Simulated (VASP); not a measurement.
# Ir3O8 (a cell with a defect) (vacancy hop of Ir) in VASP: single point with PBE

Aim: the single point of Ir3O8 (a cell with a defect) (vacancy hop of Ir) with PBE.

All numbers are computed with VASP 6.6.1; they aren't measurements. Logs are shortened: lines on timing, memory, paths and dates and some standing lists are left out, and cuts for length are marked.

## 1. The cell of the first run

The cell holds a defect, 11 atoms: a = 5.566 Å, b = 5.566 Å, c = 6.451 Å, α = 54.58°, β = 54.58°, γ = 70.83°.

## 2. Single point, PBE

File INCAR:

```
  PREC = Accurate
  ENCUT = 520
  EDIFF = 1E-6
  ISMEAR = -1
  SIGMA = 0.5
  LREAL = False
  LASPH = True
  NELM = 100
  ALGO = Normal
  ISIF = 2
  LWAVE = False
  LCHARG = False
  GGA = PE
  NBANDS = 48
```

File KPOINTS:

```
Automatic mesh
0
Gamma
  4 4 4
```

File POSCAR:

```
Ir3O8
1.0
    0.0000000000      4.5612761000      3.1890623700
    4.5612761000      0.0000000000      3.1890623700
    4.5612761000      4.5612761000      0.0000000000
Ir O
3 8
Direct
    0.2605343168      0.2628171273      0.2369336738
    0.7364650375      0.7387626984      0.7610037289
   -0.0014708021      0.0008078622     -0.0010456524
   -0.0014264465      0.0008340277      0.6890634530
    0.4984835453      0.5007622255      0.1871018501
    0.4273704884      0.0224063785      0.7737682335
    0.9769168398      0.5719782722      0.2241578865
   -0.0014715187      0.0007522169      0.3088516638
    0.4985734938      0.5007568799      0.8108422990
    0.0201143983      0.4295921915      0.7738071296
    0.5696873739      0.9792385936      0.2241192115
```

Potentials or basis: VASP PAW PBE potentials, release 64 (Ir, O).

Run with:

```
> cat potpaw_PBE.64/Ir/POTCAR potpaw_PBE.64/O/POTCAR > POTCAR
> mpirun -np 1 vasp_std > vasp.out
```

OUTCAR:

```text
PREC = Accurate
   ENCUT = 520
   EDIFF = 1E-6
   ISMEAR = -1
   LREAL = False
   LASPH = True
   NELM = 100
   ISIF = 2
   GGA = PE

 ion  position               nearest neighbor table
   1  0.261  0.263  0.237-  11 1.91   7 1.91   5 1.94   9 1.94   4 2.07   8 2.07   2 3.04   2 3.34

   2  0.736  0.739  0.761-   6 1.91  10 1.91   9 1.94   5 1.94   8 2.07   4 2.07   1 3.04   1 3.34

   3  0.999  0.001  0.999-  10 1.95   7 1.95  11 1.95   6 1.95   4 2.00   8 2.00
   4  0.999  0.001  0.689-   3 2.00   1 2.07   2 2.07
   5  0.498  0.501  0.187-   1 1.94   2 1.94
   6  0.427  0.022  0.774-   2 1.91   3 1.95
   7  0.977  0.572  0.224-   1 1.91   3 1.95
   8  0.999  0.001  0.309-   3 2.00   2 2.07   1 2.07
   9  0.499  0.501  0.811-   2 1.94   1 1.94
  10  0.020  0.430  0.774-   2 1.91   3 1.95
  11  0.570  0.979  0.224-   1 1.91   3 1.95

  LATTYP: Found a body centered tetragonal cell.
 ALAT       =     6.4506185223
 C/A-ratio  =     0.9887617316

  Lattice vectors:

 A1 = (   0.0000000000,  -4.5612761000,  -3.1890623700)
 A2 = (   0.0000000000,   4.5612761000,  -3.1890623700)
 A3 = (   4.5612761000,   0.0000000000,   3.1890623700)

Analysis of symmetry for initial positions (statically):
=====================================================================
 Subroutine PRICEL returns:
 Original cell was already a primitive cell.

 Routine SETGRP: Setting up the symmetry group for a
 body centered tetragonal supercell.

 Subroutine GETGRP returns: Found  1 space group operations
 (whereof  1 operations were pure point group operations)
 out of a pool of 16 trial point group operations.

The static configuration has the point symmetry C_1 .

Analysis of symmetry for dynamics (positions and initial velocities):
=====================================================================
 Subroutine PRICEL returns:
 Original cell was already a primitive cell.

 Routine SETGRP: Setting up the symmetry group for a
 body centered tetragonal supercell.

 Subroutine GETGRP returns: Found  1 space group operations
 (whereof  1 operations were pure point group operations)
 out of a pool of 16 trial point group operations.

The dynamic configuration has the point symmetry C_1 .

 Subroutine INISYM returns: Found  1 space group operations
 (whereof  1 operations are pure point group operations),
 and found     1 'primitive' translations

----------------------------------------------------------------------------------------

                                     Primitive cell

  volume of cell :     132.6984

  direct lattice vectors                    reciprocal lattice vectors
     0.000000000  4.561276100  3.189062370    -0.109618446  0.109618446  0.156785896
     4.561276100  0.000000000  3.189062370     0.109618446 -0.109618446  0.156785896
     4.561276100  4.561276100  0.000000000     0.109618446  0.109618446 -0.156785896

  length of vectors
     5.565551047  5.565551047  6.450618522     0.220486337  0.220486337  0.220486337

  position of ions in fractional coordinates (direct lattice)
     0.260534317  0.262817127  0.236933674
     0.736465037  0.738762698  0.761003729
     0.998529198  0.000807862  0.998954348
     0.998573554  0.000834028  0.689063453
     0.498483545  0.500762225  0.187101850
     0.427370488  0.022406379  0.773768234
     0.976916840  0.571978272  0.224157887
     0.998528481  0.000752217  0.308851664
     0.498573494  0.500756880  0.810842299
     0.020114398  0.429592191  0.773807130
     0.569687374  0.979238594  0.224119212

  ion indices of the primitive-cell ions
   primitive index   ion index
                 1           1
                 2           2
                 3           3
                 4           4
                 5           5
                 6           6
                 7           7
                 8           8
                 9           9
                10          10
                11          11

----------------------------------------------------------------------------------------

 KPOINTS: Automatic mesh

Automatic generation of k-mesh.
 Grid dimensions read from file:
 generate k-points for:    4    4    4

 Generating k-lattice:

  Cartesian coordinates                     Fractional coordinates (reciprocal lattice)
    -0.027404612  0.027404612  0.039196474     0.250000000  0.000000000  0.000000000
     0.027404612 -0.027404612  0.039196474     0.000000000  0.250000000  0.000000000
     0.027404612  0.027404612 -0.039196474     0.000000000  0.000000000  0.250000000

  Length of vectors
     0.055121584  0.055121584  0.055121584

  Shift w.r.t. Gamma in fractional coordinates (k-lattice)
     0.000000000  0.000000000  0.000000000

 Subroutine IBZKPT returns following result:
 ===========================================

 Found     36 irreducible k-points:

 Following reciprocal coordinates:
            Coordinates               Weight
  0.000000  0.000000  0.000000      1.000000
  0.250000 -0.000000  0.000000      2.000000
 -0.000000 -0.000000 -0.250000      2.000000
 -0.000000  0.250000  0.000000      2.000000
  0.250000  0.250000  0.250000      2.000000
  0.500000 -0.000000  0.000000      1.000000
[... 16 lines left out ...]
  0.250000  0.500000  0.500000      2.000000
  0.250000  0.000000  0.500000      2.000000
 [... further k-points ...]
   k-points           NKPTS =     36   k-points in BZ     NKDIM =     36   number of bands    NBANDS=     48
   number of dos      NEDOS =    301   number of ions     NIONS =     11
   total plane-waves  NPLWV =  84672
   dimension x,y,z NGX =    42 NGY =   42 NGZ =   48
   dimension x,y,z NGXF=    84 NGYF=   84 NGZF=   96
   ions per type =               3   8
   NGX,Y,Z   is equivalent  to a cutoff of  12.55, 12.55, 12.37 a.u.
   NGXF,Y,Z  is equivalent  to a cutoff of  25.09, 25.09, 24.74 a.u.
 SYSTEM =  unknown system
   PREC   = accura    normal or accurate (medium, high low for compatibility)
   ISTART =      0    job   : 0-new  1-cont  2-samecut
   ICHARG =      2    charge: 1-file 2-atom 10-const
   ISPIN  =      1    spin polarized calculation?
   LNONCOLLINEAR =      F non collinear calculations
   LSORBIT =      F    spin-orbit coupling
   LASPH  =      T    aspherical Exc in radial PAW
   ENCUT  =  520.0 eV  38.22 Ry    6.18 a.u.  10.35 10.35 11.99*2*pi/ulx,y,z
   NELM   =    100;   NELMIN=  2; NELMDL= -5     # of ELM steps
   EDIFF  = 0.1E-05   stopping-criterion for ELM
   LREAL  =      F    real-space projection
   EDIFFG = 0.1E-04   stopping-criterion for IOM
   NSW    =      0    number of steps for IOM
   IBRION =     -1    ionic relax: 0-MD 1-quasi-New 2-CG
   NFREE  =      0    steps in history (QN), initial steepest desc. (CG)
   ISIF   =      2    stress and relaxation
   ISYM   =      2    0-nonsym 1-usesym 2-fastsym
   POTIM  = 0.5000    time-step for ionic-motion
   TEBEG  =    0.0;   TEEND  =   0.0 temperature during run
   PSTRESS=    0.0 pullay stress
   NELECT =      75.0000    total number of electrons
   NUPDOWN=      -1.0000    fix difference up-down
   EMIN   =  10.00;   EMAX   =-10.00  energy-range for DOS
   EFERMI =   0.00;   METHOD = LEGACY
   ISMEAR =    -1;   SIGMA  =   0.50  broadening in eV -4-tet -1-fermi 0-gaus
   EFERMI_NEDOS =   21; number of points for ismear=-14 and -15
   IALGO  =     38    algorithm
   IMIX   =      4    mixing-type and parameters
     AMIX     =   0.40;   BMIX     =  1.00
     AMIX_MAG =   1.60;   BMIX_MAG =  1.00
  volume/ion in A,a.u.               =      12.06        81.41
  Fermi-wavevector in a.u.,A,eV,Ry     =   1.353547  2.557833 24.927091  1.832089
  Thomas-Fermi vector in A             =   2.480793
   LORBIT       =      0    0 simple, 1 ext, 2 COOP (PROOUT), +10 PAW based schemes
   GGA     = PE    functional components
   LHFCALC =     F    Hartree Fock is set to
   AEXX    =    0.0000 exact exchange contribution
   IVDW    =     0    specifies the selected vdW correction
   LEPSILON=     F    determine dielectric tensor
   LRPA    =     F    only Hartree local field effects (RPA)
 non-spin polarized calculation
  energy-cutoff  :      520.00
  volume of cell :      132.70
 maximum number of plane-waves:      3584
 NGX is ok and might be reduce to    42
   NGX = 21   NGY = 21   NGZ = 23

 number of electron      75.0000009 magnetization

 Free energy of the ion-electron system (eV)
  ---------------------------------------------------
  ext. energy  EPLUGINS =         0.00000000
  ---------------------------------------------------
  free energy    TOTEN  =       -75.31413915 eV

  energy without entropy =      -70.43558099  energy(sigma->0) =      -72.87486007

 E-fermi :   3.1764     XC(G=0): -10.8083

 val. band max:        3.1705827238   @ k =   0.0000  -0.2500   0.2500
 cond. band min:       3.1783779989   @ k =  -0.2500   0.2500   0.5000
 fundamental gap:      0.0077952752
 Fermi energy:         3.1763676053

 k-point     1 :       0.0000    0.0000    0.0000
  band No.  band energies     occupation
      1     -16.7678      2.00000
      2     -15.6521      2.00000
      3     -15.3995      2.00000
      4     -15.2962      2.00000
      5     -15.2218      2.00000
      6     -15.1023      2.00000
[... 40 lines left out ...]
     47       8.5264      0.00005
     48       8.9049      0.00002

 k-point     2 :       0.2500   -0.0000    0.0000
  band No.  band energies     occupation
      1     -16.5612      2.00000
      2     -15.6569      2.00000
      3     -15.4874      2.00000
      4     -15.3423      2.00000
      5     -15.3161      2.00000
      6     -14.8783      2.00000
[... 1114 lines left out ...]
 k-point    24 :       0.2500    0.0000    0.5000
  band No.  band energies     occupation
      1     -16.2623      2.00000
      2     -15.8070      2.00000
      3     -15.5509      2.00000
      4     -15.4729      2.00000
      5     -15.2712      2.00000
      6     -14.9511      2.00000
[... 40 lines left out ...]
     47       8.2636      0.00008
     48      11.1175      0.00000

 [... further k-points ...]

------------------------ aborting loop because EDIFF is reached ----------------------------------------

  FORCE on cell =-STRESS in cart. coord.  units (eV):
  Direction    XX          YY          ZZ          XY          YZ          ZX
  --------------------------------------------------------------------------------------
  -------------------------------------------------------------------------------------
  Total        0.6852375      0.6883050     -3.1681697      0.6842355     -0.0013008      0.0030712
  in kB        8.2734377      8.3104741    -38.2519239      8.2613396     -0.0157053      0.0370808
  external PRESSURE =      -7.2226707 kB  Pullay stress =       0.0000000 kB

 VOLUME and BASIS-vectors are now :
 -----------------------------------------------------------------------------
  energy-cutoff  :      520.00
  volume of cell :      132.70
      direct lattice vectors                 reciprocal lattice vectors
     0.000000000  4.561276100  3.189062370    -0.109618446  0.109618446  0.156785896
     4.561276100  0.000000000  3.189062370     0.109618446 -0.109618446  0.156785896
     4.561276100  4.561276100  0.000000000     0.109618446  0.109618446 -0.156785896

 POSITION                                       TOTAL-FORCE (eV/Angst)
 -----------------------------------------------------------------------------------
      2.27950      2.26909      1.66900         0.001192     -0.000327     -0.304689
      6.84085      6.83037      4.70459        -0.000906      0.004514      0.306561
      4.56019      9.11107      3.18695         0.000078      0.000500     -0.001774
      3.14681      7.69778      3.18717        -0.031738     -0.032071     -0.003209
      3.13754      3.12714      3.18666         0.204649      0.204179      0.002147
      3.63157      5.47873      1.43437         0.070755     -0.072076      0.130058
      3.63140      5.47843      4.93952         0.069798     -0.070551     -0.130162
      1.41219      5.96332      3.18677         0.030914      0.029449     -0.000467
      5.98257      5.97261      3.18693        -0.203140     -0.206120     -0.000165
      5.48904      3.62130      1.43414        -0.068976      0.068785      0.132770
      5.48885      3.62077      4.93962        -0.072627      0.073718     -0.131071
 -----------------------------------------------------------------------------------
    total drift:                               -0.000269      0.000568      0.000291

  FREE ENERGIE OF THE ION-ELECTRON SYSTEM (eV)
  ---------------------------------------------------
  free  energy   TOTEN  =       -75.3141391498 eV

  energy  without entropy=      -70.4355809939  energy(sigma->0) =      -72.87486007
```

It took 6.2 min on 1 thread of AMD EPYC 7R43 (Zen 3), shared host; peak memory 0.32 GiB.

What came out:

```
Free energy   : -75.3141 eV
Pressure      : -0.7 GPa
Largest force : 0.307 eV/Å
```

Forces in eV/Å, atoms in the order of the input:
```
Ir   0.001  0.000 -0.305
Ir  -0.001  0.005  0.307
Ir   0.000  0.001 -0.002
O   -0.032 -0.032 -0.003
O    0.205  0.204  0.002
O    0.071 -0.072  0.130
O    0.070 -0.071 -0.130
O    0.031  0.029  0.000
O   -0.203 -0.206  0.000
O   -0.069  0.069  0.133
O   -0.073  0.074 -0.131
```

Caveat: spin-orbit coupling is left out, which moves the levels of the heavy elements; an odd number of electrons without spin polarisation forces a metal; a magnetic or distorted state may lie lower.
